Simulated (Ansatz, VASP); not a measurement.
## TiAl: VASP beside Ansatz

```
Ti Al
1.0
     3.05190    0.00000    0.00000
     0.00000    3.05190    0.00000
     0.00000    0.00000    2.92474
Ti Al
1 1
Direct
  0.00000 0.00000 0.00000
  0.50000 0.50000 0.50000
```

Change from the starting cell: strain -0.040 along x and y, -0.080 along z, atoms carried along.

Alike in both runs: task single point; functional PBEsol; k mesh 16 × 16 × 16; occupations gaussian, width 0.15 eV; no spin polarisation.

|  | VASP | Ansatz |
| --- | --- | --- |
| version | VASP 6.6.1 | Ansatz 0.2.0 |
| potentials or method | VASP PAW PBE potentials, release 64 (Ti_sv, Al), cutoff 520 eV | scalar-relativistic, plane waves, PAW |
| valence electrons in the cell | 15 | 15 |

```tsv
	VASP	Ansatz	Ansatz less VASP
gap on the k mesh at the Fermi level (eV)	none	none	-
pressure (GPa)	22.6	22.6	0.00
traceless stress, the component that is largest in VASP (GPa)	-0.56	-0.56	-0.001
```

VASP's potentials were made for PBE, not for PBEsol. A gap of «none» marks a metal or a gap that the smearing closes.
